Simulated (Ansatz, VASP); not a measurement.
One calculation of Na6PS3, two programs

INCAR

```
SYSTEM = Na6PS3
PREC     = Accurate       ! precision mode
ENCUT    = 600            ! plane-wave cutoff, eV
EDIFF    = 1E-6           ! SCF threshold, eV
ISMEAR   = 0              ! smearing method
SIGMA    = 0.1            ! smearing width, eV
LREAL    = .False.        ! projectors in reciprocal space
LASPH    = .True.         ! aspherical terms in the spheres
NELM     = 80             ! most SCF steps
ALGO     = Normal         ! electronic algorithm
ISIF     = 3              ! what is computed and relaxed
LWAVE    = .False.        ! write WAVECAR
LCHARG   = .False.        ! write CHGCAR
GGA      = PE             ! functional
IBRION   = 2              ! ionic algorithm
NSW      = 90             ! ionic steps
EDIFFG   = -0.04          ! ionic threshold
```

File KPOINTS:

```
regular mesh
0
Gamma
  4 4 4
  0 0 0
```

The input POSCAR:

```
Na6PS3
1.0
   -3.7683812000      3.7683812000      3.7683812000
    3.7683812000     -3.7683812000      3.7683812000
    3.7683812000      3.7683812000     -3.7683812000
Na P S
6 1 3
Direct
    0.0000000000      0.2650785100      0.2650785100
    0.0000000000      0.7349214900      0.7349214900
    0.2650785100      0.0000000000      0.2650785100
    0.7349214900      0.0000000000      0.7349214900
    0.2650785100      0.2650785100      0.0000000000
    0.7349214900      0.7349214900      0.0000000000
    0.0000000000      0.0000000000      0.0000000000
    0.0000000000      0.5000000000      0.5000000000
    0.5000000000      0.0000000000      0.5000000000
    0.5000000000      0.5000000000      0.0000000000
```

Input for Ansatz:

```yaml
crystal:
  lattice:
    - [-3.7683812, 3.7683812, 3.7683812]
    - [3.7683812, -3.7683812, 3.7683812]
    - [3.7683812, 3.7683812, -3.7683812]
  atoms:
    - { symbol: Na, position: [0.0, 0.26507851, 0.26507851] }
    - { symbol: Na, position: [0.0, 0.73492149, 0.73492149] }
    - { symbol: Na, position: [0.26507851, 0.0, 0.26507851] }
    - { symbol: Na, position: [0.73492149, 0.0, 0.73492149] }
    - { symbol: Na, position: [0.26507851, 0.26507851, 0.0] }
    - { symbol: Na, position: [0.73492149, 0.73492149, 0.0] }
    - { symbol: P, position: [0.0, 0.0, 0.0] }
    - { symbol: S, position: [0.0, 0.5, 0.5] }
    - { symbol: S, position: [0.5, 0.0, 0.5] }
    - { symbol: S, position: [0.5, 0.5, 0.0] }
basis:
  ecutwfc: 420
kpoints:
  mp_grid: { grid: [4, 4, 4] }
hamiltonian:
  xc: pbe
scf:
  occupations: { method: gaussian, width: 0.1 }
  lower_state_search: "off"
output:
  forces: true
  stress: true
  eigenvalues: true
relax:
  adjacent_minimum: "off"
  f_tol: 0.04
  max_steps: 70
  cell: { stress_tol: 0.4 }
```

Alike in both runs: task relaxation of cell and atoms; functional PBE; k mesh 4 × 4 × 4; occupations gaussian, width 0.1 eV; no spin polarisation.

```csv
,VASP,Ansatz
version,VASP 6.6.1,Ansatz 0.2.0
potentials or method,"VASP PAW PBE potentials, release 64 (Na_pv, P, S), cutoff 600 eV","scalar-relativistic, plane waves, PAW"
valence electrons in the cell,65,77
```

VASP gave:

* gap on the k mesh at the Fermi level, each at its own relaxed structure (eV): none
* relaxed volume (Å³/atom): 60.58
* relaxed cell length with the largest relative difference (Å): 9.232

Q: What did Ansatz give for the same quantities?

A: gap on the k mesh at the Fermi level, each at its own relaxed structure (eV): none; relaxed volume (Å³/atom): 58.67; relaxed cell length with the largest relative difference (Å): 9.134.

A gap of «none» marks a metal or a gap that the smearing closes. VASP's potentials hold 65 valence electrons a cell and Ansatz's 77, so a difference there can come from the potentials and not from the codes.

Noted on VASP's run: the volume moved by over 15 % at a fixed basis, so the end points are rough.
